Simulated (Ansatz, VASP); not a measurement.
## Two plane-wave programs on BaTiO3

Contents of INCAR:

```
PREC = Accurate
ENCUT = 520
EDIFF = 1E-6
ISMEAR = 0
SIGMA = 0.05
LREAL = False
LASPH = True
NELM = 100
ALGO = Normal
ISIF = 2
LWAVE = False
LCHARG = True
GGA = PE
LELF = True
LVHAR = True
NBANDS = 28
```

Contents of KPOINTS:

```
regular mesh
0
Gamma
  6 6 6
```

The input POSCAR:

```
BaTiO3
1.0
    3.0841494084      1.7806344912      2.0305981236
   -3.0841494084      1.7806344912      2.0305981236
    0.0000000000     -3.5612689823      2.0305981236
Ba Ti O
1 1 3
Direct
    0.0049545205      0.0049545205      0.0049545205
    0.5191875227      0.5191875227      0.5191875227
    0.4883938465      0.4883938465      0.9777702638
    0.4883938465      0.9777702638      0.4883938465
    0.9777702638      0.4883938465      0.4883938465
```

Input for Ansatz:

```yaml
crystal:
  lattice:
    - [3.0841494084, 1.7806344912, 2.0305981236]
    - [-3.0841494084, 1.7806344912, 2.0305981236]
    - [0.0, -3.5612689823, 2.0305981236]
  atoms:
    - { symbol: Ba, position: [0.0049545205, 0.0049545205, 0.0049545205] }
    - { symbol: Ti, position: [0.5191875227, 0.5191875227, 0.5191875227] }
    - { symbol: O, position: [0.4883938465, 0.4883938465, 0.9777702638] }
    - { symbol: O, position: [0.4883938465, 0.9777702638, 0.4883938465] }
    - { symbol: O, position: [0.9777702638, 0.4883938465, 0.4883938465] }
basis:
  ecutwfc: 420
kpoints:
  mp_grid: { grid: [6, 6, 6] }
hamiltonian:
  xc: pbe
scf:
  occupations: { method: gaussian, width: 0.05 }
output:
  forces: true
  stress: true
  eigenvalues: true
```

Alike in both runs: task single point; functional PBE; k mesh 6 × 6 × 6; occupations gaussian, width 0.05 eV; no spin polarisation.

|  | VASP | Ansatz |
| --- | --- | --- |
| version | VASP 6.6.1 | Ansatz 0.2.0 |
| potentials or method | VASP PAW PBE potentials, release 64 (Ba_sv, Ti_sv, O), cutoff 520 eV | scalar-relativistic, plane waves, PAW |
| valence electrons in the cell | 40 | 40 |

|  | VASP | Ansatz | Ansatz less VASP |
| --- | --- | --- | --- |
| gap on the k mesh at the Fermi level (eV) | 1.56 | 1.58 | +0.023 |
| least direct gap on the mesh (eV) | 1.99 | 2.00 | +0.010 |
| pressure (GPa) | 2.3 | 0.5 | -1.79 |
| traceless stress, the component that is largest in VASP (GPa) | 31.97 | 31.23 | -0.745 |
| rms of the force components (eV/Å) | 0.328 | 0.327 | -0.0007 |

Atom by atom the forces differ by 0.033 eV/Å (rms over components). With one functional, cell and mesh, what is left measures potentials, basis and numerics.

Spin-orbit coupling is off throughout.
